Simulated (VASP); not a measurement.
A run of VASP 6.6.1 is set up as follows.

INCAR

```
PREC = Accurate
ENCUT = 600
EDIFF = 1E-6
ISMEAR = 0
SIGMA = 0.1
LREAL = F
LASPH = T
NELM = 100
ALGO = Fast
ISIF = 3
LWAVE = F
LCHARG = F
GGA = PE
IBRION = 2
NSW = 90
EDIFFG = -0.04
```

File KPOINTS:

```
Automatic mesh
0
Gamma
  6 6 4
```

Contents of POSCAR:

```
Mo
1.0
    2.8816574611     -1.7185157222      0.0000000000
    2.8816574611      1.7185157222      0.0000000000
   -1.6081953959      0.0000000000      7.4570903052
Mo
4
Direct
    0.9680000000      0.6020000000      0.0997000000
    0.3980000000      0.0320000000      0.4003000000
    0.0320000000      0.3980000000      0.9003000000
    0.6020000000      0.9680000000      0.5997000000
```

Potentials or basis: VASP PAW PBE potentials, release 64 (Mo_sv).

Run with:

```console
$ cat potpaw_PBE.64/Mo_sv/POTCAR > POTCAR
$ mpirun -np 1 vasp_std > vasp.out
```

(1) Estimate the relaxed volume.

(2) What does it give for the relaxed cell?

(3) Estimate the band gap on the k mesh.

(4) What does it give for the space group after relaxing (to 0.1 Å)?

Results:

(1) 16.12 Å³/atom.

(2) a = 3.020 Å, b = 3.020 Å, c = 9.001 Å, α = 89.99°, β = 89.99°, γ = 51.77°.

(3) zero (bands 28 and 29 overlap by 1.61 eV).

(4) C2/c (No. 15).

Caveat: a cell axis changed by over 15 % at a fixed basis, so the end point is rough.
